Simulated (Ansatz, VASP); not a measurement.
One calculation of W, two programs

```
W
1.0
    -1.34316    1.34316    2.21886
     1.34316   -1.34316    2.21886
     1.34316    1.34316   -2.21886
W
1
Direct
  0.00000 0.00000 0.00000
```

Alike in both runs: functional PBEsol; k mesh 8 × 8 × 8; occupations gaussian, width 0.1 eV; no spin polarisation.

Ansatz relaxed the structure, and its values are those at the end. VASP's run is a single point on that final structure, the one shown.

|  | VASP | Ansatz |
| --- | --- | --- |
| version | VASP 6.6.1 | Ansatz 0.2.0 |
| potentials or method | VASP PAW PBE potentials, release 64 (W_sv), cutoff 500 eV | scalar-relativistic, plane waves, PAW |
| valence electrons in the cell | 14 | 14 |

|  | VASP | Ansatz | Ansatz less VASP |
| --- | --- | --- | --- |
| gap on the k mesh at the Fermi level (eV) | none | none | - |
| pressure (GPa) | 0.6 | 0.1 | -0.53 |

VASP's potentials were made for PBE, not for PBEsol. A gap of «none» marks a metal or a gap that the smearing closes.

The k mesh is coarse, so the values compare programs but aren't converged. Neither program's run includes spin-orbit coupling.
